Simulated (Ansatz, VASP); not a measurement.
Ti: VASP beside Ansatz

INCAR

```
SYSTEM = Ti
ALGO     = Normal         ! electronic algorithm
EDIFF    = 1E-6           ! SCF threshold, eV
ENCUT    = 520            ! plane-wave cutoff, eV
ISIF     = 2              ! what is computed and relaxed
ISMEAR   = -1             ! smearing method
LASPH    = .True.         ! aspherical terms in the spheres
LCHARG   = .False.        ! write CHGCAR
LREAL    = .False.        ! projectors in reciprocal space
LWAVE    = .False.        ! write WAVECAR
NBANDS   = 12             ! bands
NELM     = 100            ! most SCF steps
PREC     = Accurate       ! precision mode
SIGMA    = 0.1            ! smearing width, eV
```

Contents of KPOINTS:

```
k-points
0
Gamma
  18 18 18
  0 0 0
```

The input POSCAR:

```
Ti
1.0
    0.0000000000      1.9474565695      1.9474565695
    1.9474565695      0.0000000000      1.9474565695
    1.9474565695      1.9474565695      0.0000000000
Ti
1
Direct
    0.0000000000      0.0000000000      0.0000000000
```

Input for Ansatz:

```yaml
crystal:
  lattice:
    - [0.0, 1.9474565695, 1.9474565695]
    - [1.9474565695, 0.0, 1.9474565695]
    - [1.9474565695, 1.9474565695, 0.0]
  atoms:
    - { symbol: Ti, position: [0.0, 0.0, 0.0] }
kpoints:
  mp_grid: { grid: [18, 18, 18] }
scf:
  occupations: { method: fermi_dirac, width: 0.1 }
hamiltonian:
  xc: lda
  pseudopotentials: { kind: all_electron, lapw: { basis_error: 0.001 } }
output:
  forces: true
  stress: true
  eigenvalues: true
  populations: true
```

Change from the starting cell: volume scaled by 0.92, LAPW.

Alike in both runs: task single point; functional LDA; k mesh 18 × 18 × 18; occupations fermi-dirac, width 0.1 eV; no spin polarisation.

```csv
,VASP,Ansatz
version,VASP 6.6.1,Ansatz 0.2.0
potentials or method,"VASP PAW LDA potentials, release 64 (Ti_sv), cutoff 520 eV","all-electron LAPW, scalar-relativistic"
```

```csv
,VASP,Ansatz,Ansatz less VASP
pressure (GPa),11.3,11.6,+0.27
```

LDA's correlation is that of Perdew and Zunger in VASP and of Perdew and Wang (1992) in Ansatz. Ansatz ran all-electron here, and VASP with PAW potentials.
